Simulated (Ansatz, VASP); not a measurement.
Two plane-wave programs on KTaB

The input INCAR:

```
PREC = Accurate ; ENCUT = 520
EDIFF = 1E-6 ; ISMEAR = 0
SIGMA = 0.1 ; LREAL = F
LASPH = T ; NELM = 100
ALGO = Normal ; ISIF = 2
LWAVE = F ; LCHARG = F
LDIPOL = T ; IDIPOL = 3
DIPOL = 0.5 0.5 0.289 ; GGA = PE
NBANDS = 18
```

KPOINTS

```
regular mesh
0
Gamma
  18 18 1
```

File POSCAR:

```
KTaB
1.0
    3.4637953454     -0.0000002733      0.0000000000
   -1.7318974360      2.9997348992      0.0000000000
    0.0000000000      0.0000000000     29.3232326800
K Ta B
1 1 1
Direct
    0.3333333333      0.6666666667      0.3489992790
    0.0000000000      0.0000000000      0.2442504094
    0.6666666667      0.3333333333      0.2728208198
```

Input for Ansatz:

```yaml
crystal:
  lattice:
    - [3.4637953454, -2.733e-07, 0.0]
    - [-1.731897436, 2.9997348992, 0.0]
    - [0.0, 0.0, 29.32323268]
  atoms:
    - { symbol: K, position: [0.3333333333, 0.6666666667, 0.348999279] }
    - { symbol: Ta, position: [0.0, 0.0, 0.2442504094] }
    - { symbol: B, position: [0.6666666667, 0.3333333333, 0.2728208198] }
  periodic: [true, true, false]
basis:
  ecutwfc: 420
kpoints:
  mp_grid: { grid: [18, 18, 1] }
  band_path:
    path:
      - [0.0, 0.0, 0.0]
      - [0.5, 0.0, 0.0]
      - [0.33333333, 0.33333333, 0.0]
      - [0.0, 0.0, 0.0]
    npoints: 14
hamiltonian:
  xc: pbe
scf:
  occupations: { method: gaussian, width: 0.1 }
  n_extra_bands: 7
output:
  forces: true
  stress: true
  eigenvalues: true
  populations: true
  dos: { projected: true, de: 0.02, nscf_kmesh: { grid: [22, 22, 1] } }
  bader: true
  write_density: true
  write_potential: true
  elf: true
  volumetric_format: npy
```

Alike in both runs: task single point; functional PBE; k mesh 18 × 18 × 1; occupations gaussian, width 0.1 eV; no spin polarisation.

|  | VASP | Ansatz |
| --- | --- | --- |
| version | VASP 6.6.1 | Ansatz 0.2.0 |
| potentials or method | VASP PAW PBE potentials, release 64 (K_sv, Ta_pv, B), cutoff 520 eV | scalar-relativistic, plane waves, PAW |
| valence electrons in the cell | 23 | 25 |

|  | VASP | Ansatz | Ansatz less VASP |
| --- | --- | --- | --- |
| gap on the k mesh at the Fermi level (eV) | none | none | - |
| rms of the force components (eV/Å) | 0.010 | 0.001 | -0.0086 |

Atom by atom the forces differ by 0.009 eV/Å (rms over components). A gap of «none» marks a metal or a gap that the smearing closes. VASP's potentials hold 23 valence electrons a cell and Ansatz's 25, so a difference there can come from the potentials and not from the codes. Ansatz's warnings: xc potential rough in thin density.

Spin-orbit coupling is off throughout.
